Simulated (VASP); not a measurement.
# Si16O (a cell with a defect) in VASP: further runs

Runs on Si16O (a cell with a defect). Level: PBE+D3(BJ). Tasks: single point.

All numbers are computed with VASP 6.6.1; they aren't measurements. Logs are shortened: lines on timing, memory, paths and dates and some standing lists are left out, and cuts for length are marked.

## (1) The cell of the first run

The cell holds a defect, 17 atoms: a = 7.679 Å, b = 7.679 Å, c = 7.679 Å, α = 60.00°, β = 60.00°, γ = 60.00°.

## (2) Single point, PBE+D3(BJ), collinear spin, ferromagnetic start

INCAR

```
PREC = Accurate
ENCUT = 520
EDIFF = 1E-6
ISMEAR = -1
SIGMA = 0.02
LREAL = False
LASPH = True
NELM = 200
ALGO = Normal
ISIF = 2
LWAVE = False
LCHARG = False
ISPIN = 2
MAGMOM = 0 0 0 0 0 0 0 0 0 0 0 0 0 0 0 0 1
LORBIT = 11
GGA = PE
IVDW = 12
NBANDS = 53
GGA_COMPAT = False
```

KPOINTS

```
Automatic mesh
0
Gamma
  2 2 2
```

POSCAR

```
Si16O
1.0
    0.0000000000      5.4300000000      5.4300000000
    5.4300000000      0.0000000000      5.4300000000
    5.4300000000      5.4300000000      0.0000000000
Si O
16 1
Direct
    0.0134069982     -0.0552117864      0.0197974217
    0.1305801105      0.0592541436      0.1536187845
   -0.0322283610     -0.0109023941      0.5369060773
    0.1272283610      0.0899539595      0.6276335175
   -0.0604972376      0.4620257827      0.0880110497
    0.1029097606      0.5872007366      0.1652117864
   -0.0072651934      0.4584254144      0.5377071823
    0.0801657459      0.6171454880      0.6735727440
    0.4979465930     -0.0141528545      0.0004511971
    0.6472191529      0.1127071823      0.0615469613
    0.4948526703     -0.0077992634      0.4583885820
    0.6181767956      0.0760405157      0.6346777164
    0.4874033149      0.4564088398      0.0339042357
    0.5329373849      0.6174125230      0.1942633517
    0.4653222836      0.4142357274      0.6263167587
    0.6033885820      0.6154143646      0.6420441989
    0.2891344383      0.7632965009      0.3381952118
```

Potentials or basis: VASP PAW PBE potentials, release 64 (Si, O).

Launch:

```console
$ cat potpaw_PBE.64/Si/POTCAR potpaw_PBE.64/O/POTCAR > POTCAR
$ mpirun -np 1 vasp_std > vasp.out
```

OUTCAR:

```text
PREC = Accurate
   ENCUT = 520
   EDIFF = 1E-6
   ISMEAR = -1
   LREAL = False
   LASPH = True
   NELM = 200
   ISIF = 2
   ISPIN = 2
   LORBIT = 11
   GGA = PE
   IVDW = 12
 IVDW          = 12

 ion  position               nearest neighbor table
   1  0.013  0.945  0.020-   6 2.25   2 2.29  10 2.36   4 2.46
   2  0.131  0.059  0.154-  17 2.10   1 2.29   9 2.33   3 2.43   5 2.57
   3  0.968  0.989  0.537-  12 2.22   4 2.22   8 2.33   2 2.43  17 2.45
   4  0.127  0.090  0.628-   3 2.22   7 2.32  11 2.33   1 2.46
   5  0.940  0.462  0.088-   6 2.32  14 2.56   2 2.57   8 2.60
   6  0.103  0.587  0.165-   1 2.25   5 2.32   7 2.34  13 2.41
   7  0.993  0.458  0.538-   4 2.32   6 2.34   8 2.41  16 2.45
   8  0.080  0.617  0.674-  17 2.29   3 2.33   7 2.41  15 2.49   5 2.60
   9  0.498  0.986  0.000-  10 2.14  12 2.31   2 2.33  14 2.39  17 2.52  15 3.10
  10  0.647  0.113  0.062-   9 2.14  13 2.23   1 2.36  11 2.49
  11  0.495  0.992  0.458-   4 2.33  16 2.40  12 2.43  10 2.49
  12  0.618  0.076  0.635-   3 2.22  15 2.23   9 2.31  11 2.43
  13  0.487  0.456  0.034-  10 2.23  14 2.36   6 2.41  16 2.46
  14  0.533  0.617  0.194-  17 1.75  13 2.36   9 2.39   5 2.56  15 2.76
  15  0.465  0.414  0.626-  12 2.23  16 2.34   8 2.49  14 2.76   9 3.10
  16  0.603  0.615  0.642-  15 2.34  11 2.40   7 2.45  13 2.46
  17  0.289  0.763  0.338-  14 1.75   2 2.10   8 2.29   3 2.45   9 2.52

  LATTYP: Found a face centered cubic cell.
 ALAT       =    10.8600000000

  Lattice vectors:

 A1 = (   0.0000000000,   5.4300000000,   5.4300000000)
 A2 = (   5.4300000000,   0.0000000000,   5.4300000000)
 A3 = (   5.4300000000,   5.4300000000,   0.0000000000)

Analysis of symmetry for initial positions (statically):
=====================================================================
 Subroutine PRICEL returns:
 Original cell was already a primitive cell.

 Routine SETGRP: Setting up the symmetry group for a
 face centered cubic supercell.

 Subroutine GETGRP returns: Found  1 space group operations
 (whereof  1 operations were pure point group operations)
 out of a pool of 48 trial point group operations.

The static configuration has the point symmetry C_1 .

Analysis of symmetry for dynamics (positions and initial velocities):
=====================================================================
 Subroutine PRICEL returns:
 Original cell was already a primitive cell.

 Routine SETGRP: Setting up the symmetry group for a
 face centered cubic supercell.

 Subroutine GETGRP returns: Found  1 space group operations
 (whereof  1 operations were pure point group operations)
 out of a pool of 48 trial point group operations.

The dynamic configuration has the point symmetry C_1 .

Analysis of structural, dynamic, and magnetic symmetry:
=====================================================================
 Subroutine PRICEL returns:
 Original cell was already a primitive cell.

 Routine SETGRP: Setting up the symmetry group for a
 face centered cubic supercell.

 Subroutine GETGRP returns: Found  1 space group operations
 (whereof  1 operations were pure point group operations)
 out of a pool of 48 trial point group operations.

The overall configuration has the point symmetry C_1 .

 Subroutine INISYM returns: Found  1 space group operations
 (whereof  1 operations are pure point group operations),
 and found     1 'primitive' translations

----------------------------------------------------------------------------------------

                                     Primitive cell

  volume of cell :     320.2060

  direct lattice vectors                    reciprocal lattice vectors
     0.000000000  5.430000000  5.430000000    -0.092081031  0.092081031  0.092081031
     5.430000000  0.000000000  5.430000000     0.092081031 -0.092081031  0.092081031
     5.430000000  5.430000000  0.000000000     0.092081031  0.092081031 -0.092081031

  length of vectors
     7.679179644  7.679179644  7.679179644     0.159489025  0.159489025  0.159489025

  position of ions in fractional coordinates (direct lattice)
     0.013406998  0.944788214  0.019797422
     0.130580110  0.059254144  0.153618784
     0.967771639  0.989097606  0.536906077
     0.127228361  0.089953960  0.627633518
     0.939502762  0.462025783  0.088011050
     0.102909761  0.587200737  0.165211786
[... 9 lines left out ...]
     0.603388582  0.615414365  0.642044199
     0.289134438  0.763296501  0.338195212

  ion indices of the primitive-cell ions
   primitive index   ion index
                 1           1
                 2           2
                 3           3
                 4           4
                 5           5
                 6           6
[... 9 lines left out ...]
                16          16
                17          17

----------------------------------------------------------------------------------------

 KPOINTS: Automatic mesh

Automatic generation of k-mesh.
 Grid dimensions read from file:
 generate k-points for:    2    2    2

 Generating k-lattice:

  Cartesian coordinates                     Fractional coordinates (reciprocal lattice)
    -0.046040516  0.046040516  0.046040516     0.500000000  0.000000000  0.000000000
     0.046040516 -0.046040516  0.046040516     0.000000000  0.500000000  0.000000000
     0.046040516  0.046040516 -0.046040516     0.000000000  0.000000000  0.500000000

  Length of vectors
     0.079744512  0.079744512  0.079744512

  Shift w.r.t. Gamma in fractional coordinates (k-lattice)
     0.000000000  0.000000000  0.000000000

 Subroutine IBZKPT returns following result:
 ===========================================

 Found      8 irreducible k-points:

 Following reciprocal coordinates:
            Coordinates               Weight
  0.000000  0.000000  0.000000      1.000000
  0.500000  0.000000  0.000000      1.000000
  0.000000  0.500000  0.000000      1.000000
  0.000000  0.000000  0.500000      1.000000
  0.500000  0.500000  0.500000      1.000000
  0.500000  0.500000  0.000000      1.000000
  0.000000  0.500000  0.500000      1.000000
  0.500000  0.000000  0.500000      1.000000
   k-points           NKPTS =      8   k-points in BZ     NKDIM =      8   number of bands    NBANDS=     53
   number of dos      NEDOS =    301   number of ions     NIONS =     17
   total plane-waves  NPLWV = 216000
   dimension x,y,z NGX =    60 NGY =   60 NGZ =   60
   dimension x,y,z NGXF=   120 NGYF=  120 NGZF=  120
   ions per type =              16   1
   NGX,Y,Z   is equivalent  to a cutoff of  12.99, 12.99, 12.99 a.u.
   NGXF,Y,Z  is equivalent  to a cutoff of  25.98, 25.98, 25.98 a.u.
 SYSTEM =  unknown system
   PREC   = accura    normal or accurate (medium, high low for compatibility)
   ISTART =      0    job   : 0-new  1-cont  2-samecut
   ICHARG =      2    charge: 1-file 2-atom 10-const
   ISPIN  =      2    spin polarized calculation?
   LNONCOLLINEAR =      F non collinear calculations
   LSORBIT =      F    spin-orbit coupling
   LASPH  =      T    aspherical Exc in radial PAW
   ENCUT  =  520.0 eV  38.22 Ry    6.18 a.u.  14.28 14.28 14.28*2*pi/ulx,y,z
   NELM   =    200;   NELMIN=  2; NELMDL= -5     # of ELM steps
   EDIFF  = 0.1E-05   stopping-criterion for ELM
   LREAL  =      F    real-space projection
   EDIFFG = 0.1E-04   stopping-criterion for IOM
   NSW    =      0    number of steps for IOM
   IBRION =     -1    ionic relax: 0-MD 1-quasi-New 2-CG
   NFREE  =      0    steps in history (QN), initial steepest desc. (CG)
   ISIF   =      2    stress and relaxation
   ISYM   =      2    0-nonsym 1-usesym 2-fastsym
   POTIM  = 0.5000    time-step for ionic-motion
   TEBEG  =    0.0;   TEEND  =   0.0 temperature during run
   PSTRESS=    0.0 pullay stress
   NELECT =      70.0000    total number of electrons
   NUPDOWN=      -1.0000    fix difference up-down
   EMIN   =  10.00;   EMAX   =-10.00  energy-range for DOS
   EFERMI =   0.00;   METHOD = LEGACY
   ISMEAR =    -1;   SIGMA  =   0.02  broadening in eV -4-tet -1-fermi 0-gaus
   EFERMI_NEDOS =   21; number of points for ismear=-14 and -15
   IALGO  =     38    algorithm
   IMIX   =      4    mixing-type and parameters
     AMIX     =   0.40;   BMIX     =  1.00
     AMIX_MAG =   1.60;   BMIX_MAG =  1.00
  volume/ion in A,a.u.               =      18.84       127.11
  Fermi-wavevector in a.u.,A,eV,Ry     =   0.986199  1.863645 13.232857  0.972588
  Thomas-Fermi vector in A             =   2.117562
   LORBIT       =     11    0 simple, 1 ext, 2 COOP (PROOUT), +10 PAW based schemes
   GGA     = PE    functional components
   LHFCALC =     F    Hartree Fock is set to
   AEXX    =    0.0000 exact exchange contribution
   IVDW    =    12    specifies the selected vdW correction
   LEPSILON=     F    determine dielectric tensor
   LRPA    =     F    only Hartree local field effects (RPA)
 spin polarized calculation
  energy-cutoff  :      520.00
  volume of cell :      320.21
 maximum number of plane-waves:      8646
 NGX is ok and might be reduce to    60
   NGX = 29   NGY = 29   NGZ = 29

 number of electron      70.0000001 magnetization      -0.0000158

 number of electron      70.0000001 magnetization       0.0000003

 Free energy of the ion-electron system (eV)
  ---------------------------------------------------
  ext. energy  EPLUGINS =         0.00000000
  ---------------------------------------------------
  free energy    TOTEN  =       -88.68763072 eV

  energy without entropy =      -88.68514406  energy(sigma->0) =      -88.68638739

 E-fermi :   6.1436     XC(G=0):  -9.5889

 val. band max:        6.0862177014   @ k =   0.0000   0.0000   0.0000
 cond. band min:       6.1976055647   @ k =   0.5000   0.5000   0.5000
 fundamental gap:      0.1113878634
 Fermi energy:         6.1435994805

 spin component 1

 k-point     1 :       0.0000    0.0000    0.0000
  band No.  band energies     occupation
      1     -13.6295      1.00000
      2      -5.8706      1.00000
      3      -4.2308      1.00000
      4      -3.9142      1.00000
      5      -3.8374      1.00000
      6      -3.1610      1.00000
[... 39 lines left out ...]
     46       8.2084      0.00000
     47       8.5272      0.00000
[... 308 lines left out ...]
      6      -3.6810      1.00000
[... 39 lines left out ...]
     46       9.9929      0.00000
     47      10.2158      0.00000
 Fermi energy:         6.1435994805

 spin component 2

 k-point     1 :       0.0000    0.0000    0.0000
  band No.  band energies     occupation
      1     -13.6295      1.00000
      2      -5.8706      1.00000
      3      -4.2308      1.00000
      4      -3.9142      1.00000
      5      -3.8374      1.00000
      6      -3.1610      1.00000
[... 39 lines left out ...]
     46       8.2084      0.00000
     47       8.5272      0.00000
[... 308 lines left out ...]
      6      -3.6810      1.00000
[... 39 lines left out ...]
     46       9.9929      0.00000
     47      10.2158      0.00000
 [bands above 47 left out]

------------------------ aborting loop because EDIFF is reached ----------------------------------------

 Edisp (eV)   -5.27024

 E8    (eV) :    -2.1646

  FORCE on cell =-STRESS in cart. coord.  units (eV):
  Direction    XX          YY          ZZ          XY          YZ          ZX
  --------------------------------------------------------------------------------------
  -------------------------------------------------------------------------------------
  Total       0.96187     1.20865     3.99100    -0.58680     2.94433     5.76025
  in kB       4.81278     6.04756    19.96928    -2.93611    14.73221    28.82190
  external pressure =       10.28 kB  Pullay stress =        0.00 kB

 VOLUME and BASIS-vectors are now :
 -----------------------------------------------------------------------------
  energy-cutoff  :      520.00
  volume of cell :      320.21
      direct lattice vectors                 reciprocal lattice vectors
     0.000000000  5.430000000  5.430000000    -0.092081031  0.092081031  0.092081031
     5.430000000  0.000000000  5.430000000     0.092081031 -0.092081031  0.092081031
     5.430000000  5.430000000  0.000000000     0.092081031  0.092081031 -0.092081031

 POSITION                                       TOTAL-FORCE (eV/Angst)
 -----------------------------------------------------------------------------------
      5.23770      0.18030      5.20300        -0.158824     -1.352328      0.882640
      1.15590      1.54320      1.03080         1.324931      0.533419     -0.103052
      8.28620      8.17040     10.62580        -1.134128     -0.563582     -0.212171
      3.89650      4.09890      1.17930         1.204556      1.154240      0.320622
      2.98670      5.57940      7.61030        -0.561108     -0.656003     -0.078626
      4.08560      1.45590      3.74730        -0.873453      0.874014     -0.529745
[... 9 lines left out ...]
      6.82800      6.76270      6.61810        -0.280344      0.890062     -0.199660
      5.98110      3.40640      5.71470        -0.272379      0.099852     -0.332775
 -----------------------------------------------------------------------------------
    total drift:                               -0.000298     -0.000243     -0.000044

  FREE ENERGIE OF THE ION-ELECTRON SYSTEM (eV)
  ---------------------------------------------------
  free  energy   TOTEN  =       -93.9578689169 eV

  energy  without entropy=      -93.9553822572  energy(sigma->0) =      -93.95662559

 total charge

# of ion       s       p       d       tot
------------------------------------------
    1        0.747   0.957   0.000   1.704
    2        0.748   0.873   0.000   1.621
    3        0.765   0.965   0.000   1.731
    4        0.745   0.966   0.000   1.711
    5        0.797   0.812   0.000   1.609
    6        0.746   0.968   0.000   1.715
[... 9 lines left out ...]
   16        0.752   0.894   0.000   1.646
   17        1.604   3.393   0.000   4.997
--------------------------------------------------
tot         13.729  18.084   0.000  31.813

 magnetization (x)

# of ion       s       p       d       tot
------------------------------------------
    1        0.000  -0.000   0.000  -0.000
    2       -0.000  -0.000   0.000  -0.000
    3       -0.000  -0.000   0.000  -0.000
    4       -0.000  -0.000   0.000  -0.000
    5       -0.000   0.000   0.000   0.000
    6        0.000  -0.000   0.000  -0.000
[... 9 lines left out ...]
   16        0.000   0.000   0.000   0.000
   17        0.000   0.000   0.000   0.000
--------------------------------------------------
tot         -0.000   0.000   0.000   0.000
```

Wall time 9.1 min (1 thread of AMD EPYC 9755, shared host); peak memory 0.71 GiB.

Results:

```yaml
Free_energy: -93.9579 eV
Pressure: 1.0 GPa
Largest_force: 2.938 eV/Å
Band_gap_on_the_k_mesh: 0.11 eV
Net_moment: 0.00 μB per cell
Valence_electrons_inside_the_program's_atomic_spheres: Si 1.70, 1.62, 1.73, 1.71, 1.61, 1.72, 1.68, 1.59, 1.74, 1.65, 1.60 (each value once); O 5.00
Dispersion_energy_per_atom: -0.310 eV
```

Forces in eV/Å, atoms in the order of the input:
```
Si  -0.159 -1.352  0.883
Si   1.325  0.533 -0.103
Si  -1.134 -0.564 -0.212
Si   1.205  1.154  0.321
Si  -0.561 -0.656 -0.079
Si  -0.873  0.874 -0.530
Si   1.348 -0.466  0.114
Si  -1.169  0.783 -0.323
Si  -1.746 -1.513 -1.162
Si   1.296  2.608  0.389
Si  -0.355  0.709  0.088
Si  -0.183 -1.031 -0.753
Si   1.038 -1.605  1.084
Si  -0.186  0.732  0.209
Si   0.707 -1.197  0.607
Si  -0.280  0.890 -0.200
O   -0.272  0.100 -0.333
```

Caveat: the k points lie up to 0.50 Å⁻¹ apart; the atoms stand as in a frame of molecular dynamics.

## (3) Single point, PBE+D3(BJ), collinear spin, ferromagnetic start

INCAR

```
  ALGO = Normal
  EDIFF = 1E-6
  ENCUT = 520
  GGA = PE
  GGA_COMPAT = False
  ISIF = 2
  ISMEAR = -1
  ISPIN = 2
  IVDW = 12
  LASPH = True
  LCHARG = False
  LORBIT = 11
  LREAL = False
  LWAVE = False
  MAGMOM = 0 0 0 0 0 0 0 0 0 0 0 0 0 0 0 0 1
  NBANDS = 53
  NELM = 200
  PREC = Accurate
  SIGMA = 0.02
```

KPOINTS

```
k-points
0
Gamma
  2 2 2
```

POSCAR

```
Si16O
1.0
    0.0000000000      5.4300000000      5.4300000000
    5.4300000000      0.0000000000      5.4300000000
    5.4300000000      5.4300000000      0.0000000000
Si O
16 1
Direct
    0.0037384899     -0.0164640884      0.0023388582
    0.0894198895      0.1220718232      0.1545211786
    0.0071546961     -0.0444106814      0.5132688766
    0.1123756906      0.1158011050      0.6430939227
   -0.0757826888      0.4682320442      0.0901104972
    0.0917403315      0.5850184162      0.1840055249
   -0.0446685083      0.4937292818      0.5418508287
    0.0787384899      0.5819981584      0.6892357274
    0.4872836096     -0.0215009208     -0.0065101289
    0.6336279926      0.1373664825      0.0927624309
    0.5065837937     -0.0249447514      0.4566574586
    0.6317771639      0.0916850829      0.5794567219
    0.4560957643      0.5254143646     -0.0052302026
    0.5540331492      0.5868508287      0.2103499079
    0.4281583794      0.4276058932      0.6307734807
    0.6089134438      0.6014548803      0.6414180479
    0.3662154696      0.7000092081      0.3936003683
```

Potentials or basis: VASP PAW PBE potentials, release 64 (Si, O).

Launch:

```console
$ cat potpaw_PBE.64/Si/POTCAR potpaw_PBE.64/O/POTCAR > POTCAR
$ mpirun -np 1 vasp_std > vasp.out
```

Wall time 10 min (1 thread of AMD EPYC 9755, shared host); peak memory 0.71 GiB.

The run converged. Its results:

```
Free energy                                           : -94.3003 eV
Pressure                                              : 0.9 GPa
Largest force                                         : 2.727 eV/Å
Band gap on the k mesh                                : 0.33 eV
Net moment                                            : 0.00 μB per cell
Valence electrons inside the program's atomic spheres : Si 1.69, 1.71, 1.65, 1.66, 1.70, 1.68, 1.77, 1.58, 1.62, 1.63, 1.74 (each value once); O 5.05
Dispersion energy per atom                            : -0.309 eV
```

Forces in eV/Å, atoms in the order of the input:
```
Si   0.637  0.914 -1.053
Si  -2.327  1.010 -0.052
Si   1.411  0.323 -0.290
Si  -1.924 -0.590  0.272
Si   0.567 -0.974  1.462
Si  -0.332 -1.847  1.194
Si  -1.374  1.810  0.124
Si   2.377 -0.047 -1.016
Si   0.407 -0.634  1.076
Si  -0.575 -1.137 -0.727
Si   1.035 -0.432 -0.930
Si   1.204  0.942  0.140
Si   0.745  2.345 -1.177
Si  -1.222 -1.592  1.163
Si  -0.592  0.756  1.025
Si   0.585 -1.795 -0.697
O   -0.621  0.949 -0.514
```

Stress tensor (GPa, compression positive):
```
 0.60  1.22 -3.18
 1.22  1.58  1.15
-3.18  1.15  0.43
```

Levels at points of the mesh, in eV from the valence-band top:
Spin up:
```tsv
k point	band 33	band 34	band 35	band 36	band 37	band 38
(0.00, 0.00, 0.00)	-0.55	-0.14	0.00	0.33	0.36	0.52
(0.50, 0.00, 0.00)	-0.93	-0.69	-0.33	0.75	1.02	1.31
(0.00, 0.50, 0.00)	-1.12	-0.58	-0.26	0.43	0.94	1.04
(0.00, 0.00, 0.50)	-0.77	-0.56	-0.26	0.54	1.08	1.21
(0.50, 0.50, 0.50)	-0.88	-0.81	-0.58	0.72	0.87	1.06
(0.50, 0.50, 0.00)	-1.30	-1.00	-0.77	1.20	1.24	1.39
(0.00, 0.50, 0.50)	-1.21	-1.02	-0.85	0.64	1.14	1.42
(0.50, 0.00, 0.50)	-1.31	-0.87	-0.72	0.83	1.15	1.36
```
Spin down:
```tsv
k point	band 32	band 33	band 34	band 35	band 36	band 37	band 38	band 39
(0.00, 0.00, 0.00)	-0.61	-0.55	-0.14	0.00	0.33	0.36	0.52	0.69
(0.50, 0.00, 0.00)	-1.06	-0.93	-0.69	-0.33	0.75	1.02	1.31	1.46
(0.00, 0.50, 0.00)	-1.46	-1.12	-0.58	-0.26	0.43	0.94	1.04	1.42
(0.00, 0.00, 0.50)	-1.19	-0.77	-0.56	-0.26	0.54	1.08	1.21	1.53
(0.50, 0.50, 0.50)	-1.20	-0.88	-0.81	-0.58	0.72	0.87	1.06	1.18
(0.50, 0.50, 0.00)	-1.37	-1.30	-1.00	-0.77	1.20	1.24	1.39	2.01
(0.00, 0.50, 0.50)	-1.50	-1.21	-1.02	-0.85	0.64	1.14	1.42	1.94
(0.50, 0.00, 0.50)	-1.52	-1.31	-0.87	-0.72	0.83	1.15	1.36	2.00
```

Caveat: the k points lie up to 0.50 Å⁻¹ apart; the atoms stand as in a frame of molecular dynamics.
